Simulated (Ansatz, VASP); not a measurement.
**Two plane-wave programs on Hf**

File INCAR:

```
SYSTEM = Hf
PREC = Accurate
ENCUT = 520
EDIFF = 1E-6
ISMEAR = -1
SIGMA = 0.1
LREAL = .False.
LASPH = .True.
NELM = 60
ALGO = Normal
ISIF = 2
LWAVE = .False.
LCHARG = .True.
GGA = PS
LELF = .True.
LVHAR = .True.
NBANDS = 11
```

File KPOINTS:

```
Automatic mesh
0
Gamma
  14 14 14
  0 0 0
```

The input POSCAR:

```
Hf
1.0
   -1.6732350259      1.6732350259      1.6732350259
    1.6732350259     -1.6732350259      1.6732350259
    1.6732350259      1.6732350259     -1.6732350259
Hf
1
Direct
    0.0000000000      0.0000000000      0.0000000000
```

Input for Ansatz:

```yaml
crystal:
  lattice:
    - [-1.6732350259, 1.6732350259, 1.6732350259]
    - [1.6732350259, -1.6732350259, 1.6732350259]
    - [1.6732350259, 1.6732350259, -1.6732350259]
  atoms:
    - { symbol: Hf, position: [0.0, 0.0, 0.0] }
hamiltonian:
  xc: pbesol
  pseudopotentials:
    kind: paw
    azcp:
      Hf: "pseudopotentials/Hf.paw.azcp"
basis:
  ecutwfc: 420
  fft_grid_basis: typed
kpoints:
  mp_grid: { grid: [14, 14, 14], shift: [0, 0, 0] }
magnetization:
  spin_polarized: false
scf:
  occupations: { method: fermi_dirac, width: 0.1 }
  lower_state_search: "off"
output:
  stress: true
```

Alike in both runs: task single point; functional PBEsol; k mesh 14 × 14 × 14; occupations fermi-dirac, width 0.1 eV; no spin polarisation.

|  | VASP | Ansatz |
| --- | --- | --- |
| version | VASP 6.6.1 | Ansatz 0.2.0 |
| potentials or method | VASP PAW PBE potentials, release 64 (Hf_pv), cutoff 520 eV | plane waves (420 eV) with PAW, scalar-relativistic |
| valence electrons in the cell | 10 | 26 |

```csv
,VASP,Ansatz,Ansatz less VASP
pressure (GPa),16.5,16.7,+0.21
```

VASP's potentials were made for PBE, not for PBEsol, and Ansatz warns of the same on its side. VASP's potentials hold 10 valence electrons a cell and Ansatz's 26, so a difference there can come from the potentials and not from the codes.

Spin-orbit coupling is off throughout.
